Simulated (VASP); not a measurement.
Crystal: V.

```
V
1.0
    -1.49177    1.49177    1.49177
     1.49177   -1.49177    1.49177
     1.49177    1.49177   -1.49177
V
1
Direct
  0.00000 0.00000 0.00000
```

Base run:

* Program: VASP 6.6.1
* Functional: r2SCAN
* Potentials or basis: VASP PAW PBE potentials, release 64 (V_sv)
* Cutoff: 520 eV
* k mesh: 15 × 15 × 15
* Occupations: fermi-dirac, width 0.1 eV
* Spin: no spin polarisation

Its results: pressure 0.7 GPa.

Task: The run is repeated on the same cell with these changes: k mesh from 15 × 15 × 15 to 4 × 4 × 4. What comes out?

Result: Pressure -0.8 GPa.

Caveats: some runs use coarse meshes; the PAW data sets were made with another functional, which shifts forces and pressure a little.
